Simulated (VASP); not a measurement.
# GaSb (I-4m2) in VASP: settings compared, part 2 of 2

VASP 6.6.1. The steps go on from the part before.

## Step 3: Single point, LDA

INCAR

```
PREC = Accurate
ENCUT = 520
EDIFF = 1E-6
ISMEAR = -1
SIGMA = 0.1
LREAL = F
LASPH = T
NELM = 100
ALGO = Normal
ISIF = 2
LWAVE = F
LCHARG = T
LELF = T
LVHAR = T
NBANDS = 16
```

KPOINTS

```
Automatic mesh
0
Gamma
  6 6 6
```

POSCAR

```
GaSb
1.0
   -2.7534340000      2.7534340000      1.5907070000
    2.7534340000     -2.7534340000      1.5907070000
    2.7534340000      2.7534340000     -1.5907070000
Ga Sb
1 1
Direct
    0.2500000000      0.7500000000      0.5000000000
    0.0000000000      0.0000000000      0.0000000000
```

Potentials or basis: VASP PAW LDA potentials, release 64 (Ga_d, Sb).

The run is started by

```bash
cat potpaw_LDA.64/Ga_d/POTCAR potpaw_LDA.64/Sb/POTCAR > POTCAR
mpirun -np 1 vasp_std > vasp.out
```

OUTCAR:

```text
PREC = Accurate
   ENCUT = 520
   EDIFF = 1E-6
   ISMEAR = -1
   LREAL = F
   LASPH = T
   NELM = 100
   ISIF = 2

 ion  position               nearest neighbor table
   1  0.250  0.750  0.500-   2 2.87   2 2.87   2 2.87   2 2.87
   2  0.000  0.000  0.000-   1 2.87   1 2.87   1 2.87   1 2.87

  LATTYP: Found a body centered tetragonal cell.
 ALAT       =     5.5068680000
 C/A-ratio  =     0.5777174975

  Lattice vectors:

 A1 = (  -2.7534340000,   2.7534340000,   1.5907070000)
 A2 = (   2.7534340000,  -2.7534340000,   1.5907070000)
 A3 = (   2.7534340000,   2.7534340000,  -1.5907070000)
[... 623 lines left out ...]
      4      -8.5101      2.00000
      5      -8.4954      2.00000
      6      -2.2531      2.00000
[... 8 lines left out ...]
     15      16.2338      0.00000
     16      18.1801      0.00000

 [... further k-points ...]
[... 5 lines left out ...]
  --------------------------------------------------------------------------------------
  -------------------------------------------------------------------------------------
  Total       -0.9029559     -0.9029559     -1.7445871      0.0000000      0.0000000      0.0000000
  in kB      -29.9900783    -29.9900783    -57.9433644      0.0000000      0.0000000      0.0000000
  external PRESSURE =     -39.3078403 kB  Pullay stress =       0.0000000 kB

 VOLUME and BASIS-vectors are now :
 -----------------------------------------------------------------------------
  energy-cutoff  :      520.00
  volume of cell :       48.24
      direct lattice vectors                 reciprocal lattice vectors
    -2.753434000  2.753434000  1.590707000     0.000000000  0.181591424  0.314325643
     2.753434000 -2.753434000  1.590707000     0.181591424  0.000000000  0.314325643
     2.753434000  2.753434000 -1.590707000     0.181591424  0.181591424  0.000000000

 POSITION                                       TOTAL-FORCE (eV/Angst)
 -----------------------------------------------------------------------------------
      2.75343      0.00000      0.79535        -0.000000     -0.000000     -0.000000
      0.00000      0.00000      0.00000         0.000000      0.000000      0.000000
 -----------------------------------------------------------------------------------
    total drift:                               -0.000000      0.000000      0.000000

  FREE ENERGIE OF THE ION-ELECTRON SYSTEM (eV)
  ---------------------------------------------------
  free  energy   TOTEN  =        -8.3192574241 eV

  energy  without entropy=       -8.2905914822  energy(sigma->0) =       -8.30492445
```

OSZICAR:

```text
N       E                     dE             d eps       ncg     rms          rms(c)
DAV:   1     0.829788397655E+02    0.82979E+02   -0.81856E+03   960   0.146E+03
DAV:   2    -0.231100980696E+01   -0.85290E+02   -0.82670E+02  1192   0.316E+02
DAV:   3    -0.825365176884E+01   -0.59426E+01   -0.59075E+01  1120   0.632E+01
DAV:   4    -0.835830403796E+01   -0.10465E+00   -0.10464E+00  1208   0.934E+00
DAV:   5    -0.836059431966E+01   -0.22903E-02   -0.22903E-02  1192   0.122E+00    0.252E+00
DAV:   6    -0.832972658050E+01    0.30868E-01   -0.38941E-02  1248   0.318E+00    0.140E+00
DAV:   7    -0.831961891581E+01    0.10108E-01   -0.14127E-02  1448   0.121E+00    0.207E-01
DAV:   8    -0.831926968500E+01    0.34923E-03   -0.17727E-03  1280   0.531E-01    0.354E-02
DAV:   9    -0.831925797756E+01    0.11707E-04   -0.74846E-05  1192   0.666E-02    0.180E-02
DAV:  10    -0.831925742408E+01    0.55348E-06   -0.74693E-06  1264   0.216E-02
   1 F= -.83192574E+01 E0= -.83049245E+01  d E =-.286659E-01
```

stdout:

```text
POSCAR found type information on POSCAR GaSb
 POSCAR found :  2 types and       2 ions
 scaLAPACK will be used
 LDA part: xc-table for (Slater(with rela. corr.)+CA(PZ))
 , standard interpolation
 POSCAR, INCAR and KPOINTS ok, starting setup
 FFT: planning ... GRIDC
 FFT: planning ... GRID_SOFT
 FFT: planning ... GRID
 WAVECAR not read
 entering main loop
```

Wall time 19 s (1 thread of Intel Xeon Platinum 8259CL at 2.50GHz (Skylake/Cascade Lake), shared host); peak memory 0.16 GiB.

Results:

```
Free energy            : -8.3193 eV
Pressure               : -3.9 GPa
Band gap on the k mesh : zero (band 9 reaches 8.17 eV, above the bottom of band 10 at 3.39 eV)
```

Caveat: the k points lie up to 0.38 Å⁻¹ apart; spin-orbit coupling is left out, which moves the levels of the heavy elements.

## Step 4: Single point, r2SCAN

POSCAR is that of step 3.

INCAR.step1

```
SYSTEM = GaSb
ALGO = Normal
EDIFF = 1E-4
ENCUT = 520
GGA = PE
ISMEAR = -1
LASPH = .TRUE.
LCHARG = .FALSE.
LREAL = .FALSE.
LWAVE = .TRUE.
NBANDS = 16
NELM = 80
PREC = Accurate
SIGMA = 0.1
```

INCAR.step2

```
SYSTEM = GaSb
ALGO = Normal
EDIFF = 1E-6
ENCUT = 520
ISIF = 2
ISMEAR = -1
ISTART = 1
LASPH = .TRUE.
LCHARG = .TRUE.
LELF = .TRUE.
LMIXTAU = .TRUE.
LREAL = .FALSE.
LVHAR = .TRUE.
LWAVE = .FALSE.
METAGGA = R2SCAN
NBANDS = 16
NELM = 80
PREC = Accurate
SIGMA = 0.1
```

KPOINTS

```
k-points
0
G
  6 6 6
  0 0 0
```

Potentials or basis: VASP PAW PBE potentials, release 64 (Ga_d, Sb).

The run is started by

```bash
cat potpaw_PBE.64/Ga_d/POTCAR potpaw_PBE.64/Sb/POTCAR > POTCAR
cp INCAR.step1 INCAR
mpirun -np 1 vasp_std > vasp.out
cp INCAR.step2 INCAR
mpirun -np 1 vasp_std > vasp.out
```

It took 72 s on 1 thread of Intel Xeon Platinum 8259CL at 2.50GHz (Skylake/Cascade Lake), shared host; peak memory 0.19 GiB.

The run converged. Its results:

* Free energy: -36.9851 eV
* Pressure: -1.1 GPa
* Band gap on the k mesh: zero (band 9 reaches 8.30 eV, above the bottom of band 10 at 3.35 eV)

Stress tensor (GPa, compression positive):
```
-0.11  0.00  0.00
 0.00 -0.11  0.00
 0.00  0.00 -3.09
```

Levels at points of the mesh, in eV from the Fermi level:
| k point | band 5 | band 6 | band 7 | band 8 | band 9 | band 10 | band 11 | band 12 | band 13 | band 14 |
| --- | --- | --- | --- | --- | --- | --- | --- | --- | --- | --- |
| (0.00, 0.00, 0.00) | -15.59 | -12.73 | -3.15 | -2.27 | -2.27 | 3.60 | 5.01 | 7.23 | 7.23 | 7.58 |
| (0.50, 0.00, 0.00) | -15.57 | -8.87 | -6.11 | -2.80 | -1.87 | -1.40 | 2.46 | 3.24 | 5.19 | 8.34 |
| (0.50, 0.50, 0.00) | -15.58 | -11.18 | -8.63 | -0.33 | 1.58 | 2.13 | 2.43 | 4.59 | 6.72 | 8.58 |
| (0.50, 0.50, 0.50) | -15.57 | -9.96 | -6.40 | -5.42 | -5.42 | 3.38 | 4.98 | 10.73 | 10.73 | 12.89 |

Caveat: the k points lie up to 0.38 Å⁻¹ apart; the PAW data sets were made with another functional, which shifts forces and pressure a little; spin-orbit coupling is left out, which moves the levels of the heavy elements.

## Step 5: Overview

```csv
level,potentials or basis,gap on the mesh (eV),pressure (GPa)
BLYP,"VASP PAW PBE potentials, release 64 (Ga_d, Sb)",none,5.5
LDA,"VASP PAW LDA potentials, release 64 (Ga_d, Sb)",none,-3.9
r2SCAN,"VASP PAW PBE potentials, release 64 (Ga_d, Sb)",none,-1.1
```

Alike in all rows: task single point; no spin polarisation; cell as given; k mesh 6 × 6 × 6; cutoff (eV) 520; smearing fermi-dirac 0.1 eV.

Caveats: all runs use coarse meshes; spin-orbit coupling is left out, which moves the levels of the heavy elements; the PAW data sets were made with another functional, which shifts forces and pressure a little (some runs).

Absolute energies hang on the potentials; compare differences alone.
